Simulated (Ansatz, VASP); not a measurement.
InSe in VASP and in Ansatz

File INCAR:

```
SYSTEM = InSe
PREC = Accurate
ENCUT = 520
EDIFF = 1E-6
ISMEAR = 0
SIGMA = 0.02
LREAL = .False.
LASPH = .True.
NELM = 60
ALGO = Normal
ISIF = 2
LWAVE = .False.
LCHARG = .False.
LDIPOL = .True.
IDIPOL = 3
DIPOL = 0.5 0.5 0.500
GGA = PE
IVDW = 12
NBANDS = 27
```

KPOINTS

```
regular mesh
0
Gamma
  9 9 1
  0 0 0
```

File POSCAR:

```
InSe
1.0
    4.1610000000      0.0000000000      0.0000000000
   -2.0805000000      3.6035317051      0.0000000000
    0.0000000000      0.0000000000     36.7199571806
Se In
2 2
Direct
    0.0000000000      0.0000000000      0.4314266711
    0.0000000000      0.0000000000      0.5685455674
    0.6666666667      0.3333333333      0.4644104082
    0.6666666667      0.3333333333      0.5355618847
```

Input for Ansatz:

```yaml
crystal:
  lattice:
    - [4.161, 0.0, 0.0]
    - [-2.0805, 3.6035317051, 0.0]
    - [0.0, 0.0, 36.7199571806]
  atoms:
    - { symbol: Se, position: [0.0, 0.0, 0.4314266711] }
    - { symbol: In, position: [0.6666666667, 0.3333333333, 0.4644104082] }
    - { symbol: In, position: [0.6666666667, 0.3333333333, 0.5355618847] }
    - { symbol: Se, position: [0.0, 0.0, 0.5685455674] }
  periodic: [true, true, false]
basis:
  ecutwfc: 420
kpoints:
  mp_grid: { grid: [9, 9, 1] }
hamiltonian:
  xc: pbe
  pseudopotentials: { kind: paw, azcp: { folder: soft_1 } }
  dispersion: d3bj
scf:
  occupations: { method: gaussian, width: 0.02 }
output:
  forces: true
  stress: true
  eigenvalues: true
  write_density: true
  write_potential: true
  elf: true
  volumetric_format: npy
```

Alike in both runs: task single point; functional PBE; dispersion D3(BJ); k mesh 9 × 9 × 1; occupations gaussian, width 0.02 eV; no spin polarisation.

```csv
,VASP,Ansatz
version,VASP 6.6.1,Ansatz 0.2.0
potentials or method,"VASP PAW PBE potentials, release 64 (Se, In_d), cutoff 520 eV","scalar-relativistic, plane waves, PAW"
valence electrons in the cell,38,58
```

```csv
,VASP,Ansatz,Ansatz less VASP
gap on the k mesh at the Fermi level (eV),1.11,1.12,+0.012
least direct gap on the mesh (eV),1.20,1.21,+0.010
rms of the force components (eV/Å),0.504,0.510,+0.0059
```

VASP's potentials hold 38 valence electrons a cell and Ansatz's 58, so a difference there can come from the potentials and not from the codes.
